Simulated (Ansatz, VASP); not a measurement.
Rh in VASP and in Ansatz

```
Rh
1.0
     2.68870    0.00000    0.00000
    -1.34435    2.32848    0.00000
     0.00000    0.00000    4.33693
Rh
2
Direct
  0.33333 0.66667 0.25000
  0.66667 0.33333 0.75000
```

Alike in both runs: functional PBEsol; k mesh 13 × 13 × 7; occupations fermi-dirac, width 0.1 eV; no spin polarisation.

Ansatz relaxed the structure, and its values are those at the end. VASP's run is a single point on that final structure, the one shown.

```csv
,VASP,Ansatz
version,VASP 6.6.1,Ansatz 0.2.0
potentials or method,"VASP PAW PBE potentials, release 64 (Rh_pv), cutoff 520 eV","plane waves (420 eV) with PAW, scalar-relativistic"
valence electrons in the cell,30,34
```

|  | VASP | Ansatz | Ansatz less VASP |
| --- | --- | --- | --- |
| pressure (GPa) | -0.1 | 0.0 | +0.12 |

VASP's potentials were made for PBE, not for PBEsol, and Ansatz warns of the same on its side. VASP's potentials hold 30 valence electrons a cell and Ansatz's 34, so a difference there can come from the potentials and not from the codes.
